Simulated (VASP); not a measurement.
# GePt2 (P-62m) in VASP: a series of runs

The runs below take GePt2 through single point, with PBEsol.

Program: VASP 6.6.1. These are calculated values, not measurements. Logs are shortened: lines on timing, memory, paths and dates and some standing lists are left out, and cuts for length are marked.

### 1 The cell of the first run

The structure is hexagonal, space group P-62m (No. 189). Conventional cell: a = 7.268 Å, b = 7.268 Å, c = 3.459 Å, α = 90.00°, β = 90.00°, γ = 120.00°. Within 3.5 Å of Ge (site symmetry -6) lie 9 Pt at 2.62 to 2.86 Å and 2 Ge at 3.46 Å. Ge (site symmetry -62m) has 9 Pt at 2.70 to 2.74 Å and 2 Ge at 3.46 Å within 3.6 Å. Within 3.6 Å of Pt (site symmetry m2m) lie 5 Ge at 2.74 to 2.86 Å and 8 Pt at 3.00 to 3.46 Å. Pt (site symmetry m2m) has 4 Ge at 2.62 to 2.70 Å and 10 Pt at 3.00 to 3.59 Å within 3.6 Å.

### 2 Single point, PBEsol (strain +0.0750 x Voigt [1, 1, 0, 0, 0, 0])

The input, INCAR:

```
SYSTEM = GePt2
ALGO = Fast
EDIFF = 1E-6
ENCUT = 520
GGA = PS
ISIF = 2
ISMEAR = 0
LASPH = .TRUE.
LCHARG = .FALSE.
LREAL = .FALSE.
LWAVE = .FALSE.
NBANDS = 61
NELM = 100
PREC = Accurate
SIGMA = 0.15
```

The input, KPOINTS:

```
k-points
0
G
  6 6 12
  0 0 0
```

The input, POSCAR:

```
GePt2
1.0
    7.2677796402      0.0000000000      0.0000000000
   -3.6338898201      6.2940817975      0.0000000000
    0.0000000000      0.0000000000      3.4586784287
Ge Pt
3 6
Direct
    0.6666666667      0.3333333333      0.0000000000
    0.3333333333      0.6666666667      0.0000000000
    0.0000000000      0.0000000000      0.5000000000
    0.6229372121      0.0000000000      0.5000000000
    0.3770627879      0.3770627879      0.5000000000
    1.0000000000      0.6229372121      0.5000000000
    0.0000000000      0.2849128372      0.0000000000
    0.7150871628      0.7150871628      0.0000000000
    0.2849128372      0.0000000000      0.0000000000
```

Potentials or basis: VASP PAW PBE potentials, release 64 (Ge_d, Pt).

Started as:

```sh
$ cat potpaw_PBE.64/Ge_d/POTCAR potpaw_PBE.64/Pt/POTCAR > POTCAR
$ mpirun -np 1 vasp_std > vasp.out
```

OUTCAR:

```text
SYSTEM = GePt2
   EDIFF = 1E-6
   ENCUT = 520
   GGA = PS
   ISIF = 2
   ISMEAR = 0
   LASPH = .TRUE.
   LREAL = .FALSE.
   NELM = 100
   PREC = Accurate

 ion  position               nearest neighbor table
   1  0.667  0.333  0.000-   7 2.62   9 2.62   8 2.62   4 2.86   4 2.86   6 2.86   6 2.86   5 2.86
                             5 2.86
   2  0.333  0.667  0.000-   9 2.62   7 2.62   8 2.62   6 2.86   6 2.86   4 2.86   4 2.86   5 2.86
                             5 2.86
   3  0.000  0.000  0.500-   7 2.70   8 2.70   7 2.70   8 2.70   9 2.70   9 2.70   5 2.74   6 2.74
                             4 2.74
   4  0.623  0.000  0.500-   3 2.74   1 2.86   1 2.86   2 2.86   2 2.86   9 3.00   9 3.00   7 3.02
                             7 3.02   8 3.02   8 3.02
   5  0.377  0.377  0.500-   3 2.74   2 2.86   2 2.86   1 2.86   1 2.86   8 3.00   8 3.00   9 3.02
                             9 3.02   7 3.02   7 3.02
   6  0.000  0.623  0.500-   3 2.74   2 2.86   2 2.86   1 2.86   1 2.86   7 3.00   7 3.00   9 3.02
                             9 3.02   8 3.02   8 3.02
   7  0.000  0.285  0.000-   1 2.62   2 2.62   3 2.70   3 2.70   6 3.00   6 3.00   4 3.02   4 3.02
                             5 3.02   5 3.02
   8  0.715  0.715  0.000-   1 2.62   2 2.62   3 2.70   3 2.70   5 3.00   5 3.00   4 3.02   4 3.02
                             6 3.02   6 3.02
   9  0.285  0.000  0.000-   2 2.62   1 2.62   3 2.70   3 2.70   4 3.00   4 3.00   5 3.02   6 3.02
                             5 3.02   6 3.02

  LATTYP: Found a hexagonal cell.
 ALAT       =     7.2677796402
 C/A-ratio  =     0.4758920330

  Lattice vectors:

 A1 = (   7.2677796402,   0.0000000000,   0.0000000000)
 A2 = (  -3.6338898201,   6.2940817975,   0.0000000000)
 A3 = (   0.0000000000,   0.0000000000,   3.4586784287)

Analysis of symmetry for initial positions (statically):
=====================================================================
 Subroutine PRICEL returns:
 Original cell was already a primitive cell.

 Routine SETGRP: Setting up the symmetry group for a
 hexagonal supercell.

 Subroutine GETGRP returns: Found 12 space group operations
 (whereof 12 operations were pure point group operations)
 out of a pool of 24 trial point group operations.

The static configuration has the point symmetry D_3h.

Analysis of symmetry for dynamics (positions and initial velocities):
=====================================================================
 Subroutine PRICEL returns:
 Original cell was already a primitive cell.

 Routine SETGRP: Setting up the symmetry group for a
 hexagonal supercell.

[... 127 lines left out ...]
   TEBEG  =    0.0;   TEEND  =   0.0 temperature during run
   PSTRESS=    0.0 pullay stress
   NELECT =     102.0000    total number of electrons
   NUPDOWN=      -1.0000    fix difference up-down
   EMIN   =  10.00;   EMAX   =-10.00  energy-range for DOS
   EFERMI =   0.00;   METHOD = LEGACY
   ISMEAR =     0;   SIGMA  =   0.15  broadening in eV -4-tet -1-fermi 0-gaus
   EFERMI_NEDOS =   21; number of points for ismear=-14 and -15
   IALGO  =     68    algorithm
   IMIX   =      4    mixing-type and parameters
     AMIX     =   0.40;   BMIX     =  1.00
     AMIX_MAG =   1.60;   BMIX_MAG =  1.00
  volume/ion in A,a.u.               =      17.58       118.63
  Fermi-wavevector in a.u.,A,eV,Ry     =   1.414252  2.672549 27.213129  2.000109
  Thomas-Fermi vector in A             =   2.535813
   LORBIT       =      0    0 simple, 1 ext, 2 COOP (PROOUT), +10 PAW based schemes
   GGA     = PS    functional components
   LHFCALC =     F    Hartree Fock is set to
   AEXX    =    0.0000 exact exchange contribution
   IVDW    =     0    specifies the selected vdW correction
   LEPSILON=     F    determine dielectric tensor
   LRPA    =     F    only Hartree local field effects (RPA)
 non-spin polarized calculation
 RMM-DIIS sequential band-by-band and
 Gauss-broadening in eV      SIGMA  =   0.15
  energy-cutoff  :      520.00
  volume of cell :      158.21
 maximum number of plane-waves:      4291
   NGX = 27   NGY = 27   NGZ = 13

 number of electron     102.0000019 magnetization

 Free energy of the ion-electron system (eV)
  ---------------------------------------------------
  ext. energy  EPLUGINS =         0.00000000
  ---------------------------------------------------
  free energy    TOTEN  =       -57.97716848 eV

  energy without entropy =      -57.95079484  energy(sigma->0) =      -57.96398166

 E-fermi :   8.0413     XC(G=0): -12.3800

 val. band max:        8.0297498229   @ k =   0.3333   0.1667   0.0000
 cond. band min:       8.0742294451   @ k =   0.3333   0.0000   0.2500
 fundamental gap:      0.0444796223
 Fermi energy:         8.0413490716

 k-point     1 :       0.0000    0.0000    0.0000
  band No.  band energies     occupation
      1     -16.7027      2.00000
      2     -16.7006      2.00000
      3     -16.6850      2.00000
      4     -16.6713      2.00000
      5     -16.6713      2.00000
      6     -16.6689      2.00000
[... 1525 lines left out ...]
     60      13.1318      0.00000
     61      13.3561      0.00000

 [... further k-points ...]

------------------------ aborting loop because EDIFF is reached ----------------------------------------

  FORCE on cell =-STRESS in cart. coord.  units (eV):
  Direction    XX          YY          ZZ          XY          YZ          ZX
  --------------------------------------------------------------------------------------
  -------------------------------------------------------------------------------------
  Total      -24.9355653    -24.9355653    -18.2368714      0.0000000     -0.0000000      0.0000000
  in kB     -252.5140115   -252.5140115   -184.6786110      0.0000000     -0.0000000      0.0000000
  external PRESSURE =    -229.9022113 kB  Pullay stress =       0.0000000 kB

 VOLUME and BASIS-vectors are now :
 -----------------------------------------------------------------------------
  energy-cutoff  :      520.00
  volume of cell :      158.21
      direct lattice vectors                 reciprocal lattice vectors
     7.267779640  0.000000000  0.000000000     0.137593605  0.079439705  0.000000000
    -3.633889820  6.294081797  0.000000000     0.000000000  0.158879410  0.000000000
     0.000000000  0.000000000  3.458678429     0.000000000  0.000000000  0.289127775

 POSITION                                       TOTAL-FORCE (eV/Angst)
 -----------------------------------------------------------------------------------
      3.63389      2.09803      0.00000        -0.000000     -0.000000      0.000000
     -0.00000      4.19605      0.00000        -0.000000     -0.000000      0.000000
      0.00000      0.00000      1.72934        -0.000000     -0.000000      0.000000
      4.52737      0.00000      1.72934         0.189952     -0.000000     -0.000000
      1.37020      2.37326      1.72934        -0.094976     -0.164503      0.000000
     -2.26369      3.92082      1.72934        -0.094976      0.164503     -0.000000
     -1.03534      1.79326      0.00000        -0.211296      0.365976      0.000000
      2.59855      4.50082      0.00000        -0.211296     -0.365976      0.000000
      2.07068      0.00000      0.00000         0.422592     -0.000000      0.000000
 -----------------------------------------------------------------------------------
    total drift:                                0.000001      0.000002     -0.000001

  FREE ENERGIE OF THE ION-ELECTRON SYSTEM (eV)
  ---------------------------------------------------
  free  energy   TOTEN  =       -57.9771684788 eV

  energy  without entropy=      -57.9507948423  energy(sigma->0) =      -57.96398166
```

stdout:

```text
POSCAR found type information on POSCAR GePt
 POSCAR found :  2 types and       9 ions
 scaLAPACK will be used
 -----------------------------------------------------------------------------
|                                                                             |
|                                                                             |
|     You enforced a specific xc type in the INCAR file but a different       |
|     I HOPE YOU KNOW WHAT YOU ARE DOING!                                     |
|                                                                             |
 -----------------------------------------------------------------------------

 LDA part: xc-table for (Slater+PW92), standard interpolation
 POSCAR, INCAR and KPOINTS ok, starting setup
 FFT: planning ... GRIDC
 FFT: planning ... GRID_SOFT
 FFT: planning ... GRID
 WAVECAR not read
 entering main loop
WARNING in EDDRMM: call to ZHEGV failed, returncode =   8  4     45
WARNING in EDDRMM: call to ZHEGV failed, returncode =   6  3     56
WARNING in EDDRMM: call to ZHEGV failed, returncode =   8  4     57
WARNING in EDDRMM: call to ZHEGV failed, returncode =   8  4     57
WARNING in EDDRMM: call to ZHEGV failed, returncode =   8  4     54
WARNING in EDDRMM: call to ZHEGV failed, returncode =   8  4     56
WARNING in EDDRMM: call to ZHEGV failed, returncode =   6  3     54
WARNING in EDDRMM: call to ZHEGV failed, returncode =   6  3     51
WARNING in EDDRMM: call to ZHEGV failed, returncode =   6  3     56
```

Wall time 19 min (1 thread of Oxide Virtual Turin-like, shared host); peak memory 0.47 GiB.

What came out:

```yaml
Free_energy: -57.9772 eV
Pressure: -23.0 GPa
Largest_force: 0.423 eV/Å
Band_gap_on_the_k_mesh: zero (bands 51 and 52 overlap by 1.04 eV)
```

Forces in eV/Å, atoms in the order of the input:
```
Ge   0.000  0.000  0.000
Ge   0.000  0.000  0.000
Ge   0.000  0.000  0.000
Pt   0.190  0.000  0.000
Pt  -0.095 -0.165  0.000
Pt  -0.095  0.165  0.000
Pt  -0.211  0.366  0.000
Pt  -0.211 -0.366  0.000
Pt   0.423  0.000  0.000
```

Caveat: the cell differs from its parent crystal (strain +0.0750 x Voigt [1, 1, 0, 0, 0, 0]); the stress differs along the axes, from -25 to -18 GPa; the PAW data sets were made with another functional, which shifts forces and pressure a little; spin-orbit coupling is left out, which moves the levels of the heavy elements.

### 3 Single point, PBEsol (strain +0.1125 x Voigt [1, 1, 0, 0, 0, 0])

The input, INCAR:

```
SYSTEM = GePt2
ALGO = Fast ; EDIFF = 1E-6
ENCUT = 520 ; GGA = PS
ISIF = 2 ; ISMEAR = 0
LASPH = .True. ; LCHARG = .True.
LELF = .True. ; LREAL = .False.
LVHAR = .True. ; LWAVE = .False.
NBANDS = 61 ; NELM = 60
PREC = Accurate ; SIGMA = 0.15
```

The input, KPOINTS:

```
k-points
0
Gamma
  6 6 12
  0 0 0
```

POSCAR, as its differences from that of step 2:

```diff
@@ -2,4 +2,4 @@
 1.0
-    7.2677796402      0.0000000000      0.0000000000
-   -3.6338898201      6.2940817975      0.0000000000
+    7.5213068369      0.0000000000      0.0000000000
+   -3.7606534184      6.5136427904      0.0000000000
     0.0000000000      0.0000000000      3.4586784287
```

Potentials or basis: VASP PAW PBE potentials, release 64 (Ge_d, Pt).

Started as:

```sh
$ cat potpaw_PBE.64/Ge_d/POTCAR potpaw_PBE.64/Pt/POTCAR > POTCAR
$ mpirun -np 1 vasp_std > vasp.out
```

Run time: 22 min. Hardware: 1 thread of Oxide Virtual Turin-like, shared host; peak memory 0.49 GiB.

Results (log left out):

- Free energy: -56.0219 eV
- Pressure: -27.7 GPa
- Largest force: 0.385 eV/Å
- Band gap on the k mesh: zero (bands 51 and 52 overlap by 0.92 eV)

Forces in eV/Å, atoms in the order of the input:
```
Ge   0.000  0.000  0.000
Ge   0.000  0.000  0.000
Ge   0.000  0.000  0.000
Pt   0.172  0.000  0.000
Pt  -0.086 -0.149  0.000
Pt  -0.086  0.149  0.000
Pt  -0.192  0.333  0.000
Pt  -0.192 -0.333  0.000
Pt   0.385  0.000  0.000
```

Stress tensor (GPa, compression positive):
```
-30.17   0.00   0.00
  0.00 -30.17   0.00
  0.00   0.00 -22.87
```

Levels at points of the mesh, in eV from the Fermi level:
```
           k point  band 47  band 48  band 49  band 50  band 51  band 52  band 53  band 54  band 55  band 56
(0.00, 0.00, 0.00)    -1.24    -1.23    -0.84    -0.84    -0.80    -0.65     0.91     2.22     3.69     3.69
(0.50, 0.00, 0.00)    -0.95    -0.79    -0.68    -0.58    -0.40    -0.13     0.38     0.45     2.36     3.43
(0.00, 0.00, 0.50)    -0.61    -0.43    -0.43     0.06     0.22     0.22     0.63     0.71     1.06     1.66
(0.50, 0.00, 0.50)    -0.86    -0.74    -0.71    -0.65    -0.44     0.84     1.25     1.30     1.92     2.00
```

Caveat: the cell differs from its parent crystal (strain +0.1125 x Voigt [1, 1, 0, 0, 0, 0]); the stress differs along the axes, from -30 to -23 GPa; the PAW data sets were made with another functional, which shifts forces and pressure a little; spin-orbit coupling is left out, which moves the levels of the heavy elements.

The gap in the log of VASP goes by the Fermi energy; the results here count the filled bands.